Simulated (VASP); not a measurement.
Write the native input for VASP 6.6.1 that does the following.

```yaml
Task: single point
Functional: PBE
Potentials_or_basis: VASP PAW PBE potentials, release 64 (Ca_sv, O)
Cutoff: 520 eV
k_mesh: 8 × 8 × 8
Occupations: gaussian, width 0.01 eV
Spin: no spin polarisation
Dipole_correction: no
Further_INCAR_settings: ALGO = Normal; EDIFF = 1e-06; NBANDS = 15
```

The structure of CaO lies in POSCAR:

```
CaO
1.0
    2.9338573267      0.0000000000      0.0000000000
    0.0000000000      2.9338573267      0.0000000000
    0.0000000000      0.0000000000      2.9338573267
Ca O
1 1
Direct
    0.0000000000      0.0000000000      0.0000000000
    0.5000000000      0.5000000000      0.5000000000
```

The input as run:

INCAR

```
PREC = Accurate
ENCUT = 520
EDIFF = 1E-6
ISMEAR = 0
SIGMA = 0.01
LREAL = False
LASPH = True
NELM = 100
ALGO = Normal
ISIF = 2
LWAVE = False
LCHARG = False
GGA = PE
NBANDS = 15
```

KPOINTS

```
regular mesh
0
Gamma
  8 8 8
```

Potentials or basis: VASP PAW PBE potentials, release 64 (Ca_sv, O).

Run with:

```console
$ cat potpaw_PBE.64/Ca_sv/POTCAR potpaw_PBE.64/O/POTCAR > POTCAR
$ mpirun -np 1 vasp_std > vasp.out
```

It gave:

```
Pressure               : 0.6 GPa
Band gap on the k mesh : 2.77 eV, indirect (least direct gap 3.08 eV)
```

Wall time 8.1 s on 1 thread of Intel Xeon 6975P-C, with other jobs on the host, peak memory 0.14 GiB.
